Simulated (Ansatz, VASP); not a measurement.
**One calculation of MnSbBrF2, two programs**

File INCAR:

```
PREC     = Accurate       # precision mode
ENCUT    = 520            # plane-wave cutoff, eV
EDIFF    = 1E-6           # SCF threshold, eV
ISMEAR   = -1             # smearing method
SIGMA    = 0.0767         # smearing width, eV
LREAL    = F              # projectors in reciprocal space
LASPH    = T              # aspherical terms in the spheres
NELM     = 150            # most SCF steps
ALGO     = Normal         # electronic algorithm
ISIF     = 2              # what is computed and relaxed
LWAVE    = F              # write WAVECAR
LCHARG   = F              # write CHGCAR
LMAXMIX  = 4              # l up to which the mixer works
LDAU     = T              # DFT+U
LDAUTYPE = 2            
LDAUL    = 2 -1 -1 -1     # shell
LDAUU    = 4 0 0 0        # U, eV
LDAUJ    = 0 0 0 0      
LDAUPRINT= 1            
GGA      = PE             # functional
NBANDS   = 50             # bands
```

KPOINTS

```
regular mesh
0
Gamma
  5 5 2
```

Contents of POSCAR:

```
MnSbBrF2
1.0
    0.0000000000      3.6394180000      0.0000000000
    5.9866250000     -1.8197090000      0.0000000000
    0.1580930000      0.0000000000     -9.0572370000
Mn Sb F Br
2 2 4 2
Direct
    0.0000000000      0.0000000000      0.5000000000
    0.0000000000      0.0000000000      0.0000000000
    0.2910000000      0.5820000000      0.8094000000
    0.7090000000      0.4180000000      0.1906000000
    0.9240000000      0.8480000000      0.7570000000
    0.0760000000      0.1520000000      0.2430000000
    0.3600000000      0.7200000000      0.0488400000
    0.6400000000      0.2800000000      0.9511600000
    0.3660000000      0.7320000000      0.4299000000
    0.6340000000      0.2680000000      0.5701000000
```

Input for Ansatz:

```yaml
crystal:
  lattice:
    - [0.0, 3.639418, 0.0]
    - [5.986625, -1.819709, 0.0]
    - [0.158093, 0.0, -9.057237]
  atoms:
    - { symbol: Mn, position: [0.0, 0.0, 0.5] }
    - { symbol: Sb, position: [0.291, 0.582, 0.8094] }
    - { symbol: Sb, position: [0.709, 0.418, 0.1906] }
    - { symbol: F, position: [0.924, 0.848, 0.757] }
    - { symbol: F, position: [0.076, 0.152, 0.243] }
    - { symbol: Br, position: [0.366, 0.732, 0.4299] }
    - { symbol: Br, position: [0.634, 0.268, 0.5701] }
    - { symbol: F, position: [0.36, 0.72, 0.04884] }
    - { symbol: F, position: [0.64, 0.28, 0.95116] }
    - { symbol: Mn, position: [0.0, 0.0, 0.0] }
  symmetry: { tolerance: 0.0003 }
kpoints:
  mp_grid: { grid: [5, 5, 2], shift: [0, 0, 0] }
magnetization:
  spin_polarized: false
scf:
  occupations: { method: fermi_dirac, width: 0.0767 }
hamiltonian:
  pseudopotentials: { kind: paw }
  xc: pbe
  hubbard: { sites: [{ species: Mn, l: d, u_eff: 4.0 }], double_counting: fll }
basis:
  ecutwfc: 420
  ecutrho_ratio: 9
output:
  forces: true
  stress: true
  eigenvalues: true
```

Alike in both runs: task single point; functional PBE; k mesh 5 × 5 × 2; occupations fermi-dirac, width 0.0767 eV; no spin polarisation; Hubbard terms Mn d U = 4.0 eV.

|  | VASP | Ansatz |
| --- | --- | --- |
| version | VASP 6.6.1 | Ansatz 0.2.0 |
| potentials or method | VASP PAW PBE potentials, release 64 (Mn_pv, Sb, F, Br), cutoff 520 eV | PAW plane waves |
| valence electrons in the cell | 78 | 102 |

Ansatz gave:

```
gap on the k mesh at the Fermi level (eV) : none
pressure (GPa)                            : -3.7
rms of the force components (eV/Å)        : 0.293
```

**Question.** Which values does VASP return?

**Answer.** gap on the k mesh at the Fermi level (eV): none; pressure (GPa): -3.6; rms of the force components (eV/Å): 0.364.

The programs project onto different local orbitals, so the same U acts differently, and such runs can settle in different states. A gap of «none» marks a metal or a gap that the smearing closes. VASP's potentials hold 78 valence electrons a cell and Ansatz's 102, so a difference there can come from the potentials and not from the codes. Ansatz's warnings: filled band counts differ across k points.

The k mesh is coarse, so the values compare programs but aren't converged. Spin-orbit coupling is off throughout.
